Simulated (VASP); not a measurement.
# BAs (P6_3/mmc) in VASP: further runs, part 2 of 2

VASP 6.6.1. Earlier steps stand in the parts before.

## (3) Single point, PBE (volume changed by -3%)

The input, INCAR:

```
SYSTEM = BAs
ALGO = Normal
EDIFF = 1E-6
ENCUT = 520
GGA = PE
ISIF = 2
ISMEAR = 0
LASPH = .TRUE.
LCHARG = .TRUE.
LELF = .TRUE.
LREAL = .FALSE.
LVHAR = .TRUE.
LWAVE = .FALSE.
NBANDS = 16
NELM = 100
PREC = Accurate
SIGMA = 0.01
```

The input, KPOINTS:

```
k-points
0
G
  9 9 2
  0 0 0
```

The input, POSCAR:

```
BAs
1.0
    3.3501577584      0.0000000000      0.0000000000
   -1.6750788792      2.9013217255      0.0000000000
    0.0000000000      0.0000000000      9.8951685745
B As
2 2
Direct
    0.3333333333      0.6666666667      0.2500000000
    0.6666666667      0.3333333333      0.7500000000
    0.6666666667      0.3333333333      0.2500000000
    0.3333333333      0.6666666667      0.7500000000
```

Potentials or basis: VASP PAW PBE potentials, release 64 (B, As).

Run with:

```bash
cat potpaw_PBE.64/B/POTCAR potpaw_PBE.64/As/POTCAR > POTCAR
mpirun -np 1 vasp_std > vasp.out
```

OUTCAR:

```text
SYSTEM = BAs
   EDIFF = 1E-6
   ENCUT = 520
   GGA = PE
   ISIF = 2
   ISMEAR = 0
   LASPH = .TRUE.
   LREAL = .FALSE.
   NELM = 100
   PREC = Accurate

 ion  position               nearest neighbor table
   1  0.333  0.667  0.250-   3 1.93   3 1.93   3 1.93
   2  0.667  0.333  0.750-   4 1.93   4 1.93   4 1.93
   3  0.667  0.333  0.250-   1 1.93   1 1.93   1 1.93
   4  0.333  0.667  0.750-   2 1.93   2 1.93   2 1.93

  LATTYP: Found a hexagonal cell.
 ALAT       =     3.3501577584
 C/A-ratio  =     2.9536425709

  Lattice vectors:

 A1 = (   3.3501577584,   0.0000000000,   0.0000000000)
 A2 = (  -1.6750788792,   2.9013217255,   0.0000000000)
 A3 = (   0.0000000000,   0.0000000000,   9.8951685745)

Analysis of symmetry for initial positions (statically):
[... 10 lines left out ...]

The static configuration has the point symmetry D_3d.
 The point group associated with its full space group is D_6h.

Analysis of symmetry for dynamics (positions and initial velocities):
[... 10 lines left out ...]

The dynamic configuration has the point symmetry D_3d.
[... 151 lines left out ...]

 E-fermi :   1.2288     XC(G=0):  -7.5017

 val. band max:        1.1505988064   @ k =   0.3333   0.3333   0.5000
 cond. band min:       1.8714618082   @ k =   0.3333   0.3333   0.5000
 fundamental gap:      0.7208630019
 Fermi energy:         1.2288296509

 k-point     1 :       0.0000    0.0000    0.0000
  band No.  band energies     occupation
      1     -12.8370      2.00000
      2     -12.8059      2.00000
      3      -3.1581      2.00000
      4      -2.6228      2.00000
      5      -0.3537      2.00000
      6      -0.3537      2.00000
[... 433 lines left out ...]
      3      -6.8146      2.00000
      4      -6.8146      2.00000
      5      -4.9659      2.00000
      6      -4.9659      2.00000
[... 8 lines left out ...]
     15      10.0758      0.00000
     16      10.0758      0.00000

------------------------ aborting loop because EDIFF is reached ----------------------------------------

  FORCE on cell =-STRESS in cart. coord.  units (eV):
  Direction    XX          YY          ZZ          XY          YZ          ZX
  --------------------------------------------------------------------------------------
  -------------------------------------------------------------------------------------
  Total        2.5029725      2.5029725      0.0133104      0.0000000     -0.0000000      0.0000000
  in kB       41.6948396     41.6948396      0.2217256      0.0000000     -0.0000000      0.0000000
  external PRESSURE =      27.8704682 kB  Pullay stress =       0.0000000 kB

 VOLUME and BASIS-vectors are now :
 -----------------------------------------------------------------------------
  energy-cutoff  :      520.00
  volume of cell :       96.18
      direct lattice vectors                 reciprocal lattice vectors
     3.350157758  0.000000000  0.000000000     0.298493406  0.172335248  0.000000000
    -1.675078879  2.901321725  0.000000000     0.000000000  0.344670497  0.000000000
     0.000000000  0.000000000  9.895168574     0.000000000  0.000000000  0.101059420

 POSITION                                       TOTAL-FORCE (eV/Angst)
 -----------------------------------------------------------------------------------
     -0.00000      1.93421      2.47379        -0.000000      0.000000      0.000000
      1.67508      0.96711      7.42138         0.000000     -0.000000      0.000000
      1.67508      0.96711      2.47379         0.000000      0.000000      0.000000
     -0.00000      1.93421      7.42138        -0.000000     -0.000000      0.000000
 -----------------------------------------------------------------------------------
    total drift:                               -0.000000      0.000000     -0.000000

  FREE ENERGIE OF THE ION-ELECTRON SYSTEM (eV)
  ---------------------------------------------------
  free  energy   TOTEN  =       -21.2611619963 eV

  energy  without entropy=      -21.2611619963  energy(sigma->0) =      -21.26116200
```

OSZICAR:

```text
N       E                     dE             d eps       ncg     rms          rms(c)
DAV:   1     0.560591365831E+02    0.56059E+02   -0.60784E+03   768   0.807E+02
DAV:   2    -0.185900754041E+02   -0.74649E+02   -0.67585E+02  1064   0.141E+02
DAV:   3    -0.227288440092E+02   -0.41388E+01   -0.41109E+01  1008   0.364E+01
DAV:   4    -0.227739199518E+02   -0.45076E-01   -0.45050E-01   984   0.431E+00
DAV:   5    -0.227747064371E+02   -0.78649E-03   -0.78646E-03   992   0.542E-01    0.730E+00
DAV:   6    -0.214316914873E+02    0.13430E+01   -0.19919E+00   952   0.799E+00    0.359E+00
DAV:   7    -0.212978818998E+02    0.13381E+00   -0.33600E-01  1024   0.298E+00    0.164E+00
DAV:   8    -0.212575355648E+02    0.40346E-01   -0.96688E-02   984   0.147E+00    0.310E-01
DAV:   9    -0.212593634107E+02   -0.18278E-02   -0.37393E-03   904   0.324E-01    0.166E-01
DAV:  10    -0.212610591946E+02   -0.16958E-02   -0.15934E-03   800   0.221E-01    0.641E-02
DAV:  11    -0.212611223480E+02   -0.63153E-04   -0.72649E-05   976   0.545E-02    0.382E-02
DAV:  12    -0.212611617887E+02   -0.39441E-04   -0.93663E-05   808   0.538E-02    0.940E-03
DAV:  13    -0.212611619963E+02   -0.20753E-06   -0.72385E-06   952   0.178E-02
   1 F= -.21261162E+02 E0= -.21261162E+02  d E =-.367168E-30
```

stdout:

```text
POSCAR found type information on POSCAR B As
 POSCAR found :  2 types and       4 ions
 scaLAPACK will be used
 LDA part: xc-table for (Slater+PW92), standard interpolation
 POSCAR, INCAR and KPOINTS ok, starting setup
 FFT: planning ... GRIDC
 FFT: planning ... GRID_SOFT
 FFT: planning ... GRID
 WAVECAR not read
 entering main loop
```

Wall time 23 s (1 thread of AMD EPYC 9R45 (Zen 5), shared host); peak memory 0.21 GiB.

What came out:

| Quantity | Value |
| --- | --- |
| Free energy | -21.2612 eV |
| Pressure | 2.8 GPa |
| Band gap on the k mesh | 0.72 eV, direct |

Stress tensor (GPa, compression positive):
```
4.17 0.00 0.00
0.00 4.17 0.00
0.00 0.00 0.02
```

Caveat: this functional lacks dispersion, which binds the layers, so the pressure and a relaxed spacing across them are unreliable.
